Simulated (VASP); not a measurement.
A run of VASP 6.6.1 is set up as follows.

INCAR

```
  PREC = Accurate
  ENCUT = 600
  EDIFF = 1E-7
  ISMEAR = -1
  SIGMA = 0.08
  LREAL = False
  LASPH = True
  NELM = 100
  ALGO = Normal
  ISIF = 3
  LWAVE = False
  LCHARG = False
  IBRION = 2
  NSW = 60
  EDIFFG = -0.005
  PSTRESS = 210.0
```

File KPOINTS:

```
Automatic mesh
0
Gamma
  16 16 16
```

Contents of POSCAR:

```
Ta
1.0
   -2.4787222989      2.4787222989      1.3632972644
    2.4787222989     -2.4787222989      1.3632972644
    2.4787222989      2.4787222989     -1.3632972644
Ta
2
Direct
   -0.3750000000     -0.1250000000     -0.2500000000
    0.3750000000      0.1250000000      0.2500000000
```

Potentials or basis: VASP PAW LDA potentials, release 64 (Ta_pv).

The run is started by

```bash
$ cat potpaw_LDA.64/Ta_pv/POTCAR > POTCAR
$ mpirun -np 1 vasp_std > vasp.out
```

Problem. Estimate the relaxed cell.

Solution. a = 3.783 Å, b = 3.783 Å, c = 3.783 Å, α = 97.27°, β = 97.27°, γ = 138.33°.

Problem. Predict the relaxed volume.

Solution. 16.81 Å³/atom.

Problem. Estimate the space group after relaxing (to 0.1 Å).

Solution. I4_1/amd (No. 141).

Problem. What does it give for the band gap on the k mesh?

Solution. Zero (bands 11 and 12 overlap by 1.71 eV).

Final structure:
```cif
data_structure
_symmetry_space_group_name_H-M 'P 1'
_symmetry_Int_Tables_number 1
_cell_length_a 3.7826
_cell_length_b 3.7826
_cell_length_c 3.7826
_cell_angle_alpha 97.267
_cell_angle_beta 97.267
_cell_angle_gamma 138.332
_cell_volume 33.63
loop_
_atom_site_label
_atom_site_type_symbol
_atom_site_fract_x
_atom_site_fract_y
_atom_site_fract_z
_atom_site_occupancy
Ta1 Ta 0.62500 0.87500 0.75000 1
Ta2 Ta 0.37500 0.12500 0.25000 1
```

Caveat: the cell is relaxed towards a set pressure, so the run minimises the enthalpy, not the energy; spin-orbit coupling is left out, which moves the levels of the heavy elements.
